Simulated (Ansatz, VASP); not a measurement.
**Two plane-wave programs on EuI3**

INCAR

```
SYSTEM = EuI3
PREC = Accurate
ENCUT = 520
EDIFF = 1E-6
ISMEAR = 0
SIGMA = 0.05
LREAL = .FALSE.
LASPH = .TRUE.
NELM = 150
ALGO = Normal
ISIF = 2
LWAVE = .FALSE.
LCHARG = .TRUE.
ISPIN = 2
MAGMOM = 7.21 -0.18 -0.18 -0.18
LORBIT = 11
LMAXMIX = 6
GGA = CA
LELF = .TRUE.
LVHAR = .TRUE.
NBANDS = 31
```

Contents of KPOINTS:

```
regular mesh
0
G
  3 3 3
  0 0 0
```

File POSCAR:

```
EuI3
1.0
    6.3356833300      0.0000000000      0.0000000000
    0.0000000000      6.3356833300      0.0000000000
    0.0000000000      0.0000000000      6.3356833300
Eu I
1 3
Direct
    0.0000000000      0.0000000000      0.0000000000
    0.5000000000      0.0000000000      0.0000000000
    0.0000000000      0.0000000000      0.5000000000
    0.0000000000      0.5000000000      0.0000000000
```

Input for Ansatz:

```yaml
crystal:
  lattice:
    - [6.33568333, 0.0, 0.0]
    - [0.0, 6.33568333, 0.0]
    - [0.0, 0.0, 6.33568333]
  atoms:
    - { symbol: Eu, position: [0.0, 0.0, 0.0], spin: 4.0 }
    - { symbol: I, position: [0.5, 0.0, 0.0] }
    - { symbol: I, position: [0.0, 0.0, 0.5] }
    - { symbol: I, position: [0.0, 0.5, 0.0] }
basis:
  ecutwfc: 420
  ecutrho_ratio: 4
kpoints:
  mp_grid: { grid: [3, 3, 3] }
hamiltonian:
  xc: lda
  hubbard:
    sites:
      - { site: 0, l: f, u_eff: 0.0, starting_ns: [{ spin: up, occupation_matrix: s0up }, { spin: down, occupation_matrix: s0down }] }
    occupation_matrices:
      s0up:
        matrix:
          - [0.97, 0.0, 0.0, 0.0, 0.0, 0.0, 0.0]
          - [0.0, 0.02, 0.0, 0.0, 0.0, 0.0, 0.0]
          - [0.0, 0.0, 0.97, 0.0, 0.0, 0.0, 0.0]
          - [0.0, 0.0, 0.0, 0.97, 0.0, 0.0, 0.0]
          - [0.0, 0.0, 0.0, 0.0, 0.97, 0.0, 0.0]
          - [0.0, 0.0, 0.0, 0.0, 0.0, 0.97, 0.0]
          - [0.0, 0.0, 0.0, 0.0, 0.0, 0.0, 0.02]
      s0down:
        matrix:
          - [0.02, 0.0, 0.0, 0.0, 0.0, 0.0, 0.0]
          - [0.0, 0.02, 0.0, 0.0, 0.0, 0.0, 0.0]
          - [0.0, 0.0, 0.02, 0.0, 0.0, 0.0, 0.0]
          - [0.0, 0.0, 0.0, 0.02, 0.0, 0.0, 0.0]
          - [0.0, 0.0, 0.0, 0.0, 0.02, 0.0, 0.0]
          - [0.0, 0.0, 0.0, 0.0, 0.0, 0.97, 0.0]
          - [0.0, 0.0, 0.0, 0.0, 0.0, 0.0, 0.02]
    ns_hold: { iters: 5 }
scf:
  occupations: { method: gaussian, width: 0.05 }
  lower_state_search: "off"
  max_iter: 150
output:
  forces: true
  stress: true
  eigenvalues: true
  populations: true
  hubbard: { sites: [{ site: 0, l: f }] }
magnetization:
  spin_polarized: true
```

Alike in both runs: task single point; functional LDA; k mesh 3 × 3 × 3; occupations gaussian, width 0.05 eV; collinear spin.

|  | VASP | Ansatz |
| --- | --- | --- |
| version | VASP 6.6.1 | Ansatz 0.2.0 |
| potentials or method | VASP PAW PBE potentials, release 64 (Eu, I), cutoff 520 eV | scalar-relativistic, plane waves, PAW |
| valence electrons in the cell | 38 | 68 |

VASP gave:

* gap on the k mesh at the Fermi level (eV): none
* pressure (GPa): -2.1
* net moment per atom (μB): 1.50
* size of the moment on the site where the two differ most (μB): 6.39

Problem. What did Ansatz give for the same quantities?

Solution. gap on the k mesh at the Fermi level (eV): none; pressure (GPa): -2.1; net moment per atom (μB): 1.50; size of the moment on the site where the two differ most (μB): 6.55.

VASP's potentials were made for PBE, not for LDA. LDA's correlation is that of Perdew and Zunger in VASP and of Perdew and Wang (1992) in Ansatz. Site moments also hang on the region over which each program counts them. A gap of «none» marks a metal or a gap that the smearing closes. VASP's potentials hold 38 valence electrons a cell and Ansatz's 68, so a difference there can come from the potentials and not from the codes. Ansatz's warnings: specified occupation not kept, symmetry narrowed by occupation matrices.

Neither program's run includes spin-orbit coupling.
